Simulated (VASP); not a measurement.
The system is Ga.

```xyz
2
Lattice="1.4784 -4.1447 0.0000 1.4784 4.1447 0.0000 0.0000 0.0000 3.2322" Properties=species:S:1:pos:R:3 pbc="T T T"
Ga    1.4784    3.0422    2.4241
Ga    1.4784   -3.0422    0.8080
```

This cell differs from its parent crystal: volume scaled by 1.06.

Base run:

| Property | Result |
| --- | --- |
| Program | VASP 6.6.1 |
| Functional | PBE |
| Potentials or basis | VASP PAW PBE potentials, release 64 (Ga_d) |
| Cutoff | 520 eV |
| k mesh | 10 × 10 × 8 |
| Occupations | fermi-dirac, width 0.05 eV |
| Spin | no spin polarisation |

Its results: band gap on the k mesh zero (band 13 reaches 10.06 eV, above the bottom of band 14 at 1.15 eV); pressure -1.4 GPa; largest force 0.190 eV/Å.

Question: The run is repeated on the same cell with these changes: functional from PBE to r2SCAN. What comes out?

Answer: Band gap on the k mesh zero (band 13 reaches 10.18 eV, above the bottom of band 14 at 0.84 eV); pressure -4.3 GPa; largest force 0.218 eV/Å.

Caveats: the PAW data sets were made with another functional, which shifts forces and pressure a little (some runs).
